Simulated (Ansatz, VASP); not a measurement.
# ZnS in VASP and in Ansatz

```
CELL_PARAMETERS angstrom
0.00000 2.69409 2.69409
2.69409 0.00000 2.69409
2.69409 2.69409 0.00000
ATOMIC_POSITIONS crystal
Zn 0.00000 0.00000 0.00000
S 0.25000 0.25000 0.25000
```

Alike in both runs: task single point; functional PBEsol; k mesh 6 × 6 × 6; no spin polarisation.

```csv
,VASP,Ansatz
version,VASP 6.6.1,Ansatz 0.2.0
potentials or method,"VASP PAW PBE potentials, release 64 (Zn, S)",plane waves
plane-wave cutoff (eV),500,420
occupations,"gaussian, width 0.01 eV",fixed
valence electrons in the cell,18,18
```

```tsv
	VASP	Ansatz	Ansatz less VASP
gap on the k mesh at the Fermi level (eV)	2.01	2.01	-0.006
pressure (GPa)	-1.1	-1.3	-0.18
```

VASP's potentials were made for PBE, not for PBEsol.
